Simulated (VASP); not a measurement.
# AlN (I4/mmm) in VASP: further runs

AlN is run at these levels: r2SCAN; tasks: single point.

Program: VASP 6.6.1. These are calculated values, not measurements. Logs are shortened: lines on timing, memory, paths and dates and some standing lists are left out, and cuts for length are marked.

### Step 1. The cell of the first run

It takes space group I4/mmm (No. 139, tetragonal). Conventional cell: a = 3.021 Å, b = 3.021 Å, c = 3.866 Å, α = 90.00°, β = 90.00°, γ = 90.00°. Within 2.6 Å of Al (site symmetry 4/mmm) lie 6 N at 1.93 to 2.14 Å. N (site symmetry 4/mmm) has 6 Al at 1.93 to 2.14 Å within 2.6 Å.

### Step 2. Single point, r2SCAN (strain +0.050 along x and y, -0.050 along z)

The input, POSCAR:

```
AlN
1.0
    0.0000000000      2.1362439000      1.9327921000
    2.1362439000      0.0000000000      1.9327921000
    2.1362439000      2.1362439000      0.0000000000
Al N
1 1
Direct
    0.5000000000      0.5000000000      0.5000000000
    0.0000000000      0.0000000000      0.0000000000
```

The input, INCAR.step1:

```
SYSTEM = AlN
PREC = Accurate ; ENCUT = 520
ISMEAR = 0 ; SIGMA = 0.05
LREAL = .False. ; LASPH = .True.
NELM = 60 ; NBANDS = 11
GGA = PE ; ALGO = Normal
EDIFF = 1E-4 ; LWAVE = .True.
LCHARG = .False.
```

The input, INCAR.step2:

```
SYSTEM = AlN
PREC = Accurate ; ENCUT = 520
EDIFF = 1E-6 ; ISMEAR = 0
SIGMA = 0.05 ; LREAL = .False.
LASPH = .True. ; NELM = 60
ALGO = Normal ; ISIF = 2
LWAVE = .False. ; LCHARG = .False.
METAGGA = R2SCAN ; LMIXTAU = .True.
NBANDS = 11 ; ISTART = 1
```

The input, KPOINTS:

```
regular mesh
0
Gamma
  10 10 10
  0 0 0
```

Potentials or basis: VASP PAW PBE potentials, release 64 (Al, N).

The run is started by

```
$ cat potpaw_PBE.64/Al/POTCAR potpaw_PBE.64/N/POTCAR > POTCAR
$ cp INCAR.step1 INCAR
$ mpirun -np 1 vasp_std > vasp.out
$ cp INCAR.step2 INCAR
$ mpirun -np 1 vasp_std > vasp.out
```

OUTCAR:

```text
SYSTEM = AlN
   PREC = Accurate
   ENCUT = 520
   EDIFF = 1E-6
   ISMEAR = 0
   LREAL = .False.
   LASPH = .True.
   NELM = 60
   ISIF = 2
   METAGGA = R2SCAN
   ISTART = 1

 ion  position               nearest neighbor table
   1  0.500  0.500  0.500-   2 1.93   2 1.93   2 2.14   2 2.14   2 2.14   2 2.14
   2  0.000  0.000  0.000-   1 1.93   1 1.93   1 2.14   1 2.14   1 2.14   1 2.14

  LATTYP: Found a body centered tetragonal cell.
 ALAT       =     3.0211050959
 C/A-ratio  =     1.2795265564

  Lattice vectors:

 A1 = (   0.0000000000,  -2.1362439000,  -1.9327921000)
 A2 = (   0.0000000000,   2.1362439000,  -1.9327921000)
 A3 = (   2.1362439000,   0.0000000000,   1.9327921000)

Analysis of symmetry for initial positions (statically):
=====================================================================
 Subroutine PRICEL returns:
 Original cell was already a primitive cell.

 Routine SETGRP: Setting up the symmetry group for a
 body centered tetragonal supercell.

 Subroutine GETGRP returns: Found 16 space group operations
 (whereof 16 operations were pure point group operations)
 out of a pool of 16 trial point group operations.

The static configuration has the point symmetry D_4h.

Analysis of symmetry for dynamics (positions and initial velocities):
=====================================================================
 Subroutine PRICEL returns:
 Original cell was already a primitive cell.

 Routine SETGRP: Setting up the symmetry group for a
 body centered tetragonal supercell.

 Subroutine GETGRP returns: Found 16 space group operations
 (whereof 16 operations were pure point group operations)
 out of a pool of 16 trial point group operations.

The dynamic configuration has the point symmetry D_4h.

 Subroutine INISYM returns: Found 16 space group operations
 (whereof 16 operations are pure point group operations),
 and found     1 'primitive' translations

----------------------------------------------------------------------------------------

                                     Primitive cell

  volume of cell :      17.6407

  direct lattice vectors                    reciprocal lattice vectors
     0.000000000  2.136243900  1.932792100    -0.234055671  0.234055671  0.258693110
     2.136243900  0.000000000  1.932792100     0.234055671 -0.234055671  0.258693110
     2.136243900  2.136243900  0.000000000     0.234055671  0.234055671 -0.258693110

  length of vectors
     2.880837257  2.880837257  3.021105096     0.420102654  0.420102654  0.420102654

  position of ions in fractional coordinates (direct lattice)
[... 90 lines left out ...]
   NELECT =       8.0000    total number of electrons
   NUPDOWN=      -1.0000    fix difference up-down
   EMIN   =  10.00;   EMAX   =-10.00  energy-range for DOS
   EFERMI =   0.00;   METHOD = LEGACY
   ISMEAR =     0;   SIGMA  =   0.05  broadening in eV -4-tet -1-fermi 0-gaus
   EFERMI_NEDOS =   21; number of points for ismear=-14 and -15
   IALGO  =     38    algorithm
   IMIX   =      4    mixing-type and parameters
     AMIX     =   0.40;   BMIX     =  1.00
     AMIX_MAG =   1.60;   BMIX_MAG =  1.00
  volume/ion in A,a.u.               =       8.82        59.52
  Fermi-wavevector in a.u.,A,eV,Ry     =   1.257764  2.376830 21.524019  1.581971
  Thomas-Fermi vector in A             =   2.391407
   LORBIT       =      0    0 simple, 1 ext, 2 COOP (PROOUT), +10 PAW based schemes
   METAGGA = R2SCAN    functional components
   LHFCALC =     F    Hartree Fock is set to
   AEXX    =    0.0000 exact exchange contribution
   IVDW    =     0    specifies the selected vdW correction
   LEPSILON=     F    determine dielectric tensor
   LRPA    =     F    only Hartree local field effects (RPA)
 non-spin polarized calculation
 Gauss-broadening in eV      SIGMA  =   0.05
  energy-cutoff  :      520.00
  volume of cell :       17.64
 maximum number of plane-waves:       495
 NGX is ok and might be reduce to    24
   NGX = 11   NGY = 11   NGZ = 11

 number of electron       8.0000001 magnetization

 Free energy of the ion-electron system (eV)
  ---------------------------------------------------
  ext. energy  EPLUGINS =         0.00000000
  ---------------------------------------------------
  free energy    TOTEN  =       -18.74999954 eV

  energy without entropy =      -18.74999954  energy(sigma->0) =      -18.74999954

 E-fermi :   9.4179     XC(G=0): -12.5415

 val. band max:        9.1865761592   @ k =   0.0000   0.0000   0.0000
 cond. band min:      13.4464195498   @ k =   0.5000   0.5000   0.0000
 fundamental gap:      4.2598433906
 Fermi energy:         9.4179173201

 k-point     1 :       0.0000    0.0000    0.0000
  band No.  band energies     occupation
      1      -8.8991      2.00000
      2       8.3603      2.00000
      3       9.1866      2.00000
      4       9.1866      2.00000
      5      14.3713      0.00000
      6      21.3082      0.00000
      7      21.3082      0.00000
      8      22.6473      0.00000
      9      25.4378      0.00000
     10      26.8320      0.00000
     11      26.8320      0.00000
[... 309 lines left out ...]
 k-point    24 :       0.4000    0.3000    0.0000
  band No.  band energies     occupation
      1      -5.7715      2.00000
      2       3.1055      2.00000
      3       6.0668      2.00000
      4       6.3458      2.00000
      5      15.3191      0.00000
      6      16.0293      0.00000
      7      22.2045      0.00000
      8      24.1279      0.00000
      9      25.1253      0.00000
     10      30.4834      0.00000
     11      34.7506      0.00000

 [... further k-points ...]

------------------------ aborting loop because EDIFF is reached ----------------------------------------

  FORCE on cell =-STRESS in cart. coord.  units (eV):
  Direction    XX          YY          ZZ          XY          YZ          ZX
  --------------------------------------------------------------------------------------
  -------------------------------------------------------------------------------------
  Total       -2.2682495     -2.2682495      0.2672054      0.0000000      0.0000000      0.0000000
  in kB     -206.0082405   -206.0082405     24.2682811      0.0000000      0.0000000      0.0000000
  external PRESSURE =    -129.2494000 kB  Pullay stress =       0.0000000 kB

 VOLUME and BASIS-vectors are now :
 -----------------------------------------------------------------------------
  energy-cutoff  :      520.00
  volume of cell :       17.64
      direct lattice vectors                 reciprocal lattice vectors
     0.000000000  2.136243900  1.932792100    -0.234055671  0.234055671  0.258693110
     2.136243900  0.000000000  1.932792100     0.234055671 -0.234055671  0.258693110
     2.136243900  2.136243900  0.000000000     0.234055671  0.234055671 -0.258693110

 POSITION                                       TOTAL-FORCE (eV/Angst)
 -----------------------------------------------------------------------------------
      2.13624      2.13624      1.93279         0.000000      0.000000      0.000000
      0.00000      0.00000      0.00000         0.000000      0.000000     -0.000000
 -----------------------------------------------------------------------------------
    total drift:                                0.000000     -0.000000     -0.000000

  FREE ENERGIE OF THE ION-ELECTRON SYSTEM (eV)
  ---------------------------------------------------
  free  energy   TOTEN  =       -18.7499995357 eV

  energy  without entropy=      -18.7499995357  energy(sigma->0) =      -18.74999954
```

Wall time 58 s (1 thread of Intel Xeon 8259CL, shared host); peak memory 0.15 GiB.

Results:

* Free energy: -18.7500 eV
* Pressure: -12.9 GPa
* Band gap on the k mesh: 4.26 eV (least direct gap 5.18 eV)

Stress tensor (GPa, compression positive):
```
-20.60   0.00   0.00
  0.00 -20.60   0.00
  0.00   0.00   2.43
```

Caveat: the cell differs from its parent crystal (strain +0.050 along x and y, -0.050 along z); the cell stands under tension; the PAW data sets were made with another functional, which shifts forces and pressure a little.

### Step 3. Single point, r2SCAN (strain +0.050 along x and y, -0.025 along z)

The input, POSCAR:

```
AlN
1.0
    0.0000000000      2.1362439000      1.9836550500
    2.1362439000      0.0000000000      1.9836550500
    2.1362439000      2.1362439000      0.0000000000
Al N
1 1
Direct
    0.5000000000      0.5000000000      0.5000000000
    0.0000000000      0.0000000000      0.0000000000
```

The input, INCAR.step1:

```
SYSTEM = AlN
PREC = Accurate
ENCUT = 520
ISMEAR = 0
SIGMA = 0.05
LREAL = .False.
LASPH = .True.
NELM = 60
NBANDS = 11
GGA = PE
ALGO = Normal
EDIFF = 1E-4
LWAVE = .True.
LCHARG = .False.
```

The input, INCAR.step2:

```
SYSTEM = AlN
PREC = Accurate
ENCUT = 520
EDIFF = 1E-6
ISMEAR = 0
SIGMA = 0.05
LREAL = .False.
LASPH = .True.
NELM = 60
ALGO = Normal
ISIF = 2
LWAVE = .False.
LCHARG = .True.
METAGGA = R2SCAN
LMIXTAU = .True.
LELF = .True.
LVHAR = .True.
NBANDS = 11
ISTART = 1
```

KPOINTS is that of step 2.

Potentials or basis: VASP PAW PBE potentials, release 64 (Al, N).

The run is started by

```
$ cat potpaw_PBE.64/Al/POTCAR potpaw_PBE.64/N/POTCAR > POTCAR
$ cp INCAR.step1 INCAR
$ mpirun -np 1 vasp_std > vasp.out
$ cp INCAR.step2 INCAR
$ mpirun -np 1 vasp_std > vasp.out
```

OUTCAR:

```text
SYSTEM = AlN
   PREC = Accurate
   ENCUT = 520
   EDIFF = 1E-6
   ISMEAR = 0
   LREAL = .False.
   LASPH = .True.
   NELM = 60
   ISIF = 2
   METAGGA = R2SCAN
   ISTART = 1

 ion  position               nearest neighbor table
   1  0.500  0.500  0.500-   2 1.98   2 1.98   2 2.14   2 2.14   2 2.14   2 2.14
   2  0.000  0.000  0.000-   1 1.98   1 1.98   1 2.14   1 2.14   1 2.14   1 2.14

  LATTYP: Found a body centered tetragonal cell.
 ALAT       =     3.0211050959
 C/A-ratio  =     1.3131983079

  Lattice vectors:

 A1 = (   0.0000000000,  -2.1362439000,  -1.9836550500)
 A2 = (   0.0000000000,   2.1362439000,  -1.9836550500)
 A3 = (   2.1362439000,   0.0000000000,   1.9836550500)

Analysis of symmetry for initial positions (statically):
=====================================================================
 Subroutine PRICEL returns:
 Original cell was already a primitive cell.

 Routine SETGRP: Setting up the symmetry group for a
 body centered tetragonal supercell.

 Subroutine GETGRP returns: Found 16 space group operations
 (whereof 16 operations were pure point group operations)
 out of a pool of 16 trial point group operations.

The static configuration has the point symmetry D_4h.
[... 174 lines left out ...]
      4       8.8206      2.00000
      5      13.7739      0.00000
      6      20.9744      0.00000
      7      20.9744      0.00000
      8      21.9528      0.00000
      9      25.3584      0.00000
     10      26.4294      0.00000
     11      26.4294      0.00000
[... 309 lines left out ...]
 k-point    24 :       0.4000    0.3000    0.0000
  band No.  band energies     occupation
      1      -6.0144      2.00000
      2       2.9304      2.00000
      3       5.8873      2.00000
      4       6.2074      2.00000
      5      14.8026      0.00000
      6      15.7904      0.00000
      7      21.4222      0.00000
      8      23.7022      0.00000
      9      24.5982      0.00000
     10      30.0407      0.00000
     11      33.9148      0.00000

 [... further k-points ...]

------------------------ aborting loop because EDIFF is reached ----------------------------------------

  FORCE on cell =-STRESS in cart. coord.  units (eV):
  Direction    XX          YY          ZZ          XY          YZ          ZX
  --------------------------------------------------------------------------------------
  -------------------------------------------------------------------------------------
  Total       -2.7756702     -2.7756702     -1.3200290      0.0000000     -0.0000000      0.0000000
  in kB     -245.6295614   -245.6295614   -116.8143628      0.0000000     -0.0000000      0.0000000
  external PRESSURE =    -202.6911619 kB  Pullay stress =       0.0000000 kB

 VOLUME and BASIS-vectors are now :
 -----------------------------------------------------------------------------
  energy-cutoff  :      520.00
  volume of cell :       18.10
      direct lattice vectors                 reciprocal lattice vectors
     0.000000000  2.136243900  1.983655050    -0.234055671  0.234055671  0.252059954
     2.136243900  0.000000000  1.983655050     0.234055671 -0.234055671  0.252059954
     2.136243900  2.136243900  0.000000000     0.234055671  0.234055671 -0.252059954

 POSITION                                       TOTAL-FORCE (eV/Angst)
 -----------------------------------------------------------------------------------
      2.13624      2.13624      1.98366         0.000000      0.000000      0.000000
      0.00000      0.00000      0.00000         0.000000      0.000000     -0.000000
 -----------------------------------------------------------------------------------
    total drift:                                0.000000     -0.000000     -0.000000

  FREE ENERGIE OF THE ION-ELECTRON SYSTEM (eV)
  ---------------------------------------------------
  free  energy   TOTEN  =       -18.7359576342 eV

  energy  without entropy=      -18.7359576342  energy(sigma->0) =      -18.73595763
```

OUTCAR.step1:

```text
SYSTEM = AlN
   PREC = Accurate
   ENCUT = 520
   ISMEAR = 0
   LREAL = .False.
   LASPH = .True.
[... 559 lines left out ...]
      2.13624      2.13624      1.98366        -0.000000      0.000000     -0.000000
      0.00000      0.00000      0.00000         0.000000     -0.000000      0.000000
 -----------------------------------------------------------------------------------
    total drift:                                0.000000     -0.000000     -0.000000

  FREE ENERGIE OF THE ION-ELECTRON SYSTEM (eV)
  ---------------------------------------------------
  free  energy   TOTEN  =       -14.4459817829 eV

  energy  without entropy=      -14.4459817829  energy(sigma->0) =      -14.44598178
```

Run time: 66 s. Hardware: 1 thread of Intel Xeon 8259CL, shared host; peak memory 0.15 GiB.

What came out:

```
Free energy            : -18.7360 eV
Pressure               : -20.3 GPa
Band gap on the k mesh : 4.12 eV (least direct gap 4.95 eV)
```

Caveat: the cell differs from its parent crystal (strain +0.050 along x and y, -0.025 along z); the cell stands under tension; the PAW data sets were made with another functional, which shifts forces and pressure a little.
